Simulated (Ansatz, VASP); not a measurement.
**Two plane-wave programs on As**

```
CELL_PARAMETERS angstrom
1.91118 1.10342 3.32718
-1.91118 1.10342 3.32718
0.00000 -2.20684 3.32718
ATOMIC_POSITIONS crystal
As 0.23364 0.23364 0.23364
As 0.76636 0.76636 0.76636
```

Alike in both runs: task single point; functional PBE; k mesh 15 × 15 × 15; occupations gaussian, width 0.1 eV; no spin polarisation.

```csv
,VASP,Ansatz
version,VASP 6.6.1,Ansatz 0.2.0
potentials or method,"VASP PAW PBE potentials, release 64 (As), cutoff 520 eV","scalar-relativistic, plane waves, PAW"
valence electrons in the cell,10,30
```

VASP gave:

| Property | Result |
| --- | --- |
| gap on the k mesh at the Fermi level (eV) | none |
| pressure (GPa) | 1.3 |
| traceless stress, the component that is largest in VASP (GPa) | 0.37 |
| rms of the force components (eV/Å) | 0.223 |

Problem. Which values does Ansatz return?

Solution. gap on the k mesh at the Fermi level (eV): none; pressure (GPa): 1.1; traceless stress, the component that is largest in VASP (GPa): 0.42; rms of the force components (eV/Å): 0.245.

Atom by atom the forces differ by 0.021 eV/Å (rms over components). A gap of «none» marks a metal or a gap that the smearing closes. VASP's potentials hold 10 valence electrons a cell and Ansatz's 30, so a difference there can come from the potentials and not from the codes.
